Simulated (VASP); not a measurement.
# Ag (C2/m) in VASP: a series of runs

Runs on Ag. Level: PBEsol. Tasks: single point.

All numbers are computed with VASP 6.6.1; they aren't measurements. Logs are shortened: lines on timing, memory, paths and dates and some standing lists are left out, and cuts for length are marked.

## (1) The cell of the first run

It takes space group C2/m (No. 12, monoclinic). The conventional cell has a = 4.799 Å, b = 2.770 Å, c = 2.905 Å, α = 90.00°, β = 124.07°, γ = 90.00°. Within 3.7 Å of Ag (site symmetry 2/m) lie 12 Ag at 2.77 to 2.91 Å.

## (2) Single point, PBEsol

Input file INCAR:

```
PREC = Accurate
ENCUT = 520
EDIFF = 1E-7
ISMEAR = 0
SIGMA = 0.1
LREAL = False
LASPH = True
NELM = 60
ALGO = Fast
ISIF = 2
LWAVE = False
LCHARG = False
GGA = PS
NBANDS = 12
```

Input file KPOINTS:

```
regular mesh
0
Gamma
  15 15 14
```

Input file POSCAR:

```
Ag
1.0
    2.7704522650     -0.0000202176      0.0139295221
   -1.3852436415      2.3993123679      0.0000000000
    1.3974827070      0.8068370171      2.4160755912
Ag
1
Direct
    0.0000000000      0.0000000000      0.0000000000
```

Potentials or basis: VASP PAW PBE potentials, release 64 (Ag).

Launch:

```
$ cat potpaw_PBE.64/Ag/POTCAR > POTCAR
$ mpirun -np 1 vasp_std > vasp.out
```

OUTCAR:

```text
PREC = Accurate
   ENCUT = 520
   EDIFF = 1E-7
   ISMEAR = 0
   LREAL = False
   LASPH = True
   NELM = 60
   ISIF = 2
   GGA = PS

 ion  position               nearest neighbor table
   1  0.000  0.000  0.000-

  LATTYP: Found a base centered monoclinic cell.
 ALAT       =     4.7986247357
 B/A-ratio  =     0.5773502692
 C/A-ratio  =     0.6054657140
 COS(beta)  =    -0.5602230814

  Lattice vectors:

 A1 = (  -2.7704522650,   0.0000202176,  -0.0139295221)
 A2 = (  -1.3852086235,  -2.3992921503,  -0.0139295221)
 A3 = (   1.3974827070,   0.8068370171,   2.4160755912)

Analysis of symmetry for initial positions (statically):
=====================================================================
 Subroutine PRICEL returns:
 Original cell was already a primitive cell.

 Routine SETGRP: Setting up the symmetry group for a
 base centered monoclinic supercell.

 Subroutine GETGRP returns: Found  4 space group operations
 (whereof  4 operations were pure point group operations)
 out of a pool of  4 trial point group operations.

The static configuration has the point symmetry C_2h.

Analysis of symmetry for dynamics (positions and initial velocities):
=====================================================================
 Subroutine PRICEL returns:
 Original cell was already a primitive cell.

 Routine SETGRP: Setting up the symmetry group for a
 base centered monoclinic supercell.

 Subroutine GETGRP returns: Found  4 space group operations
 (whereof  4 operations were pure point group operations)
 out of a pool of  4 trial point group operations.

The dynamic configuration has the point symmetry C_2h.

 Subroutine INISYM returns: Found  4 space group operations
 (whereof  4 operations are pure point group operations),
 and found     1 'primitive' translations

----------------------------------------------------------------------------------------

                                     Primitive cell

  volume of cell :      15.9977

  direct lattice vectors                    reciprocal lattice vectors
     2.770452265 -0.000020218  0.013929522     0.362358496  0.209207775 -0.279455788
    -1.385243642  2.399312368  0.000000000     0.000705581  0.417193449 -0.139727894
     1.397482707  0.806837017  2.416075591    -0.002089124 -0.001206156  0.415505495

  length of vectors
     2.770487283  2.770487283  2.905402752     0.503157143  0.439971312  0.415512498

  position of ions in fractional coordinates (direct lattice)
     0.000000000  0.000000000  0.000000000

  ion indices of the primitive-cell ions
   primitive index   ion index
                 1           1

----------------------------------------------------------------------------------------

 KPOINTS: regular mesh

Automatic generation of k-mesh.
 Grid dimensions read from file:
 generate k-points for:   15   15   14

 Generating k-lattice:

  Cartesian coordinates                     Fractional coordinates (reciprocal lattice)
     0.024157233  0.013947185 -0.018630386     0.066666667 -0.000000000  0.000000000
     0.000047039  0.027812897 -0.009315193     0.000000000  0.066666667  0.000000000
    -0.000149223 -0.000086154  0.029678964    -0.000000000  0.000000000  0.071428571

  Length of vectors
     0.033543810  0.029331421  0.029679464

  Shift w.r.t. Gamma in fractional coordinates (k-lattice)
     0.000000000  0.000000000  0.000000000

 Subroutine IBZKPT returns following result:
 ===========================================

 Found    848 irreducible k-points:

 Following reciprocal coordinates:
            Coordinates               Weight
  0.000000  0.000000  0.000000      1.000000
  0.066667  0.000000 -0.000000      2.000000
  0.133333 -0.000000 -0.000000      2.000000
  0.200000 -0.000000 -0.000000      2.000000
  0.266667 -0.000000 -0.000000      2.000000
  0.333333 -0.000000 -0.000000      2.000000
[... 16 lines left out ...]
  0.400000  0.133333 -0.000000      4.000000
 -0.066667  0.133333  0.000000      2.000000
 [... further k-points ...]
   k-points           NKPTS =    848   k-points in BZ     NKDIM =    848   number of bands    NBANDS=     12
   number of dos      NEDOS =    301   number of ions     NIONS =      1
   total plane-waves  NPLWV =  13824
   dimension x,y,z NGX =    24 NGY =   24 NGZ =   24
   dimension x,y,z NGXF=    48 NGYF=   48 NGZF=   48
   ions per type =               1
   NGX,Y,Z   is equivalent  to a cutoff of  14.40, 14.40, 13.73 a.u.
   NGXF,Y,Z  is equivalent  to a cutoff of  28.80, 28.80, 27.47 a.u.
 SYSTEM =  unknown system
   PREC   = accura    normal or accurate (medium, high low for compatibility)
   ISTART =      0    job   : 0-new  1-cont  2-samecut
   ICHARG =      2    charge: 1-file 2-atom 10-const
   ISPIN  =      1    spin polarized calculation?
   LNONCOLLINEAR =      F non collinear calculations
   LSORBIT =      F    spin-orbit coupling
   LASPH  =      T    aspherical Exc in radial PAW
   ENCUT  =  520.0 eV  38.22 Ry    6.18 a.u.   5.15  5.15  5.40*2*pi/ulx,y,z
   NELM   =     60;   NELMIN=  2; NELMDL= -5     # of ELM steps
   EDIFF  = 0.1E-06   stopping-criterion for ELM
   LREAL  =      F    real-space projection
   EDIFFG = 0.1E-05   stopping-criterion for IOM
   NSW    =      0    number of steps for IOM
   IBRION =     -1    ionic relax: 0-MD 1-quasi-New 2-CG
   NFREE  =      0    steps in history (QN), initial steepest desc. (CG)
   ISIF   =      2    stress and relaxation
   ISYM   =      2    0-nonsym 1-usesym 2-fastsym
   POTIM  = 0.5000    time-step for ionic-motion
   TEBEG  =    0.0;   TEEND  =   0.0 temperature during run
   PSTRESS=    0.0 pullay stress
   NELECT =      11.0000    total number of electrons
   NUPDOWN=      -1.0000    fix difference up-down
   EMIN   =  10.00;   EMAX   =-10.00  energy-range for DOS
   EFERMI =   0.00;   METHOD = LEGACY
   ISMEAR =     0;   SIGMA  =   0.10  broadening in eV -4-tet -1-fermi 0-gaus
   EFERMI_NEDOS =   21; number of points for ismear=-14 and -15
   IALGO  =     68    algorithm
   IMIX   =      4    mixing-type and parameters
     AMIX     =   0.40;   BMIX     =  1.00
     AMIX_MAG =   1.60;   BMIX_MAG =  1.00
  volume/ion in A,a.u.               =      16.00       107.96
  Fermi-wavevector in a.u.,A,eV,Ry     =   1.444950  2.730559 28.407333  2.087880
  Thomas-Fermi vector in A             =   2.563187
   LORBIT       =      0    0 simple, 1 ext, 2 COOP (PROOUT), +10 PAW based schemes
   GGA     = PS    functional components
   LHFCALC =     F    Hartree Fock is set to
   AEXX    =    0.0000 exact exchange contribution
   IVDW    =     0    specifies the selected vdW correction
   LEPSILON=     F    determine dielectric tensor
   LRPA    =     F    only Hartree local field effects (RPA)
 non-spin polarized calculation
 RMM-DIIS sequential band-by-band and
 Gauss-broadening in eV      SIGMA  =   0.10
  energy-cutoff  :      520.00
  volume of cell :       16.00
 maximum number of plane-waves:       445
 NGX is ok and might be reduce to    24
   NGX = 11   NGY = 11   NGZ = 11

 number of electron      10.9999999 magnetization

 Free energy of the ion-electron system (eV)
  ---------------------------------------------------
  ext. energy  EPLUGINS =         0.00000000
  ---------------------------------------------------
  free energy    TOTEN  =        -3.28732567 eV

  energy without entropy =       -3.28652297  energy(sigma->0) =       -3.28692432

 E-fermi :   9.2399     XC(G=0): -12.7939

 val. band max:        9.1799849608   @ k =   0.4667   0.0000   0.2857
 cond. band min:       9.2505552626   @ k =   0.2000   0.2667  -0.0000
 fundamental gap:      0.0705703018
 Fermi energy:         9.2398973914

 k-point     1 :       0.0000    0.0000    0.0000
  band No.  band energies     occupation
      1       0.8334      2.00000
      2       3.8356      2.00000
      3       4.2318      2.00000
      4       4.2388      2.00000
      5       5.3122      2.00000
      6       5.3722      2.00000
      7      25.0161      0.00000
      8      28.0363      0.00000
      9      29.9293      0.00000
     10      30.0053      0.00000
     11      33.5455      0.00000
     12      35.1575      0.00000

 k-point     2 :       0.0667    0.0000   -0.0000
  band No.  band energies     occupation
      1       1.0312      2.00000
      2       3.8708      2.00000
      3       4.1922      2.00000
      4       4.3128      2.00000
      5       5.2864      2.00000
      6       5.3453      2.00000
      7      25.0757      0.00000
      8      27.6723      0.00000
      9      29.1366      0.00000
     10      29.6510      0.00000
     11      33.9281      0.00000
     12      35.7425      0.00000

 k-point     3 :       0.1333   -0.0000   -0.0000
  band No.  band energies     occupation
      1       1.5922      2.00000
      2       3.7883      2.00000
      3       4.2767      2.00000
      4       4.5296      2.00000
      5       5.0762      2.00000
      6       5.4400      2.00000
      7      25.1287      0.00000
      8      26.8299      0.00000
      9      27.6980      0.00000
     10      28.4507      0.00000
     11      34.1815      0.00000
     12      34.5480      0.00000
[... 286 lines left out ...]
 k-point    23 :       0.4000    0.1333   -0.0000
  band No.  band energies     occupation
      1       2.5198      2.00000
      2       2.6692      2.00000
      3       5.7097      2.00000
      4       5.9017      2.00000
      5       6.3275      2.00000
      6      11.4677      0.00000
      7      16.9868      0.00000
      8      18.6032      0.00000
      9      19.9606      0.00000
     10      26.1268      0.00000
     11      30.7468      0.00000
     12      38.0793      0.00000

 k-point    24 :      -0.0667    0.1333    0.0000
  band No.  band energies     occupation
      1       1.2395      2.00000
      2       3.9627      2.00000
      3       4.1031      2.00000
      4       4.4194      2.00000
      5       5.1764      2.00000
      6       5.3584      2.00000
      7      25.3934      0.00000
      8      27.6238      0.00000
      9      27.9749      0.00000
     10      29.8808      0.00000
     11      32.8468      0.00000
     12      35.2131      0.00000

 [... further k-points ...]

------------------------ aborting loop because EDIFF is reached ----------------------------------------

  FORCE on cell =-STRESS in cart. coord.  units (eV):
  Direction    XX          YY          ZZ          XY          YZ          ZX
  --------------------------------------------------------------------------------------
  -------------------------------------------------------------------------------------
  Total        0.8558858      0.8685813     -0.0223098     -0.0109946      0.0035612      0.0061681
  in kB       85.7171096     86.9885686     -2.2343326     -1.1011158      0.3566516      0.6177404
  external PRESSURE =      56.8237819 kB  Pullay stress =       0.0000000 kB

 VOLUME and BASIS-vectors are now :
 -----------------------------------------------------------------------------
  energy-cutoff  :      520.00
  volume of cell :       16.00
      direct lattice vectors                 reciprocal lattice vectors
     2.770452265 -0.000020218  0.013929522     0.362358496  0.209207775 -0.279455788
    -1.385243642  2.399312368  0.000000000     0.000705581  0.417193449 -0.139727894
     1.397482707  0.806837017  2.416075591    -0.002089124 -0.001206156  0.415505495

 POSITION                                       TOTAL-FORCE (eV/Angst)
 -----------------------------------------------------------------------------------
      0.00000      0.00000      0.00000         0.000000     -0.000000      0.000000
 -----------------------------------------------------------------------------------
    total drift:                                0.000000     -0.000000     -0.000000

  FREE ENERGIE OF THE ION-ELECTRON SYSTEM (eV)
  ---------------------------------------------------
  free  energy   TOTEN  =        -3.2873256693 eV

  energy  without entropy=       -3.2865229708  energy(sigma->0) =       -3.28692432
```

Wall time 3.4 min (1 thread of Intel Xeon 8259CL, shared host); peak memory 0.27 GiB.

Results:

```yaml
Free_energy: -3.2873 eV
Pressure: 5.7 GPa
Band_gap_on_the_k_mesh: zero (an odd number of electrons rules out a gap without spin polarisation)
```

Stress tensor (GPa, compression positive):
```
 8.57 -0.11  0.06
-0.11  8.70  0.04
 0.06  0.04 -0.22
```

Levels at points of the mesh, in eV from the Fermi level:
| k point | band 3 | band 4 | band 5 | band 6 | band 7 | band 8 | band 9 | band 10 |
| --- | --- | --- | --- | --- | --- | --- | --- | --- |
| (0.00, 0.00, 0.00) | -5.01 | -5.00 | -3.93 | -3.87 | 15.78 | 18.80 | 20.69 | 20.77 |
| (0.00, 0.00, 0.50) | -5.10 | -3.13 | -3.09 | -1.19 | 3.01 | 15.83 | 19.37 | 19.46 |

Caveat: the stress differs along the axes, from -0 to 9 GPa; the PAW data sets were made with another functional, which shifts forces and pressure a little.

## (3) Single point, PBEsol

Input file INCAR:

```
SYSTEM = Ag
ALGO     = Fast           ! electronic algorithm
EDIFF    = 1E-6           ! SCF threshold, eV
ENCUT    = 520            ! plane-wave cutoff, eV
GGA      = PS             ! functional
ISIF     = 2              ! what is computed and relaxed
ISMEAR   = 0              ! smearing method
LASPH    = .True.         ! aspherical terms in the spheres
LCHARG   = .True.         ! write CHGCAR
LELF     = .True.         ! ELF
LREAL    = .False.        ! projectors in reciprocal space
LVHAR    = .True.       
LWAVE    = .False.        ! write WAVECAR
NBANDS   = 12             ! bands
NELM     = 60             ! most SCF steps
PREC     = Accurate       ! precision mode
SIGMA    = 0.1            ! smearing width, eV
```

Input file KPOINTS:

```
k-points
0
Gamma
  15 15 14
  0 0 0
```

POSCAR is that of step 2.

Potentials or basis: VASP PAW PBE potentials, release 64 (Ag).

Launch:

```
$ cat potpaw_PBE.64/Ag/POTCAR > POTCAR
$ mpirun -np 1 vasp_std > vasp.out
```

It took 2.5 min on 1 thread of Intel Xeon 8259CL, shared host; peak memory 0.27 GiB.

It converged, with:

```
Free energy            : -3.2873 eV
Pressure               : 5.8 GPa
Band gap on the k mesh : zero (an odd number of electrons rules out a gap without spin polarisation)
```

Stress tensor (GPa, compression positive):
```
 8.70 -0.11  0.06
-0.11  8.83  0.04
 0.06  0.04 -0.09
```

Levels at points of the mesh, in eV from the Fermi level:
```
           k point  band 3  band 4  band 5  band 6  band 7  band 8  band 9  band 10
(0.00, 0.00, 0.00)   -5.01   -5.00   -3.93   -3.87   15.78   18.80   20.69    20.77
(0.00, 0.00, 0.50)   -5.10   -3.13   -3.09   -1.19    3.01   15.83   19.37    19.46
```

Caveat: the stress differs along the axes, from -0 to 9 GPa; the PAW data sets were made with another functional, which shifts forces and pressure a little.

The gap in the log of VASP goes by the Fermi energy; the results here count the filled bands.